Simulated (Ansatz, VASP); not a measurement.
KI: VASP beside Ansatz

Contents of INCAR:

```
SYSTEM = KI
  ALGO = Normal
  EDIFF = 1E-7
  ENCUT = 520
  GGA = PE
  ISIF = 2
  ISMEAR = -1
  LASPH = .TRUE.
  LCHARG = .FALSE.
  LREAL = .FALSE.
  LWAVE = .FALSE.
  NBANDS = 15
  NELM = 80
  PREC = Accurate
  SIGMA = 0.02
```

File KPOINTS:

```
k-points
0
G
  6 6 6
  0 0 0
```

The input POSCAR:

```
KI
1.0
    0.0000000000      3.5442849777      3.5442849777
    3.5974492523      0.0000000000      3.5442849777
    3.5974492523      3.5442849777      0.0000000000
K I
1 1
Direct
    0.0000000000      0.0000000000      0.0000000000
    0.5000000000      0.5000000000      0.5000000000
```

Input for Ansatz:

```yaml
crystal:
  lattice:
    - [0.0, 3.5442849777, 3.5442849777]
    - [3.5974492523, 0.0, 3.5442849777]
    - [3.5974492523, 3.5442849777, 0.0]
  atoms:
    - { symbol: K, position: [0.0, 0.0, 0.0] }
    - { symbol: I, position: [0.5, 0.5, 0.5] }
kpoints:
  mp_grid: { grid: [6, 6, 6] }
  band_path:
    path:
      - [0.0, 0.0, 0.0]
      - [0.5, 0.0, 0.5]
      - [0.625, 0.25, 0.625]
      - [0.375, 0.375, 0.75]
      - [0.5, 0.5, 0.5]
      - [0.5, 0.25, 0.75]
    npoints: 1
hamiltonian:
  xc: pbe
scf:
  occupations: { method: fermi_dirac, width: 0.02 }
  n_extra_bands: 4
output:
  forces: true
  stress: true
  eigenvalues: true
```

Change from the starting cell: uniaxial_x strain +1.5%.

Alike in both runs: task single point; functional PBE; k mesh 6 × 6 × 6; occupations fermi-dirac, width 0.02 eV; no spin polarisation.

|  | VASP | Ansatz |
| --- | --- | --- |
| version | VASP 6.6.1 | Ansatz 0.2.0 |
| potentials or method | VASP PAW PBE potentials, release 64 (K_sv, I) | plane waves, PAW |
| plane-wave cutoff (eV) | 520 | 420 |
| valence electrons in the cell | 16 | 26 |

Ansatz gave:

- gap on the k mesh at the Fermi level (eV): 3.91
- pressure (GPa): 0.3
- traceless stress, the component that is largest in VASP (GPa): -0.22

Q: Estimate VASP's values.

A: gap on the k mesh at the Fermi level (eV): 3.91; pressure (GPa): 0.3; traceless stress, the component that is largest in VASP (GPa): -0.23.

The functional is the same, so the differences come from potentials, cutoffs and numerics. VASP's potentials hold 16 valence electrons a cell and Ansatz's 26, so a difference there can come from the potentials and not from the codes.

Neither program's run includes spin-orbit coupling.
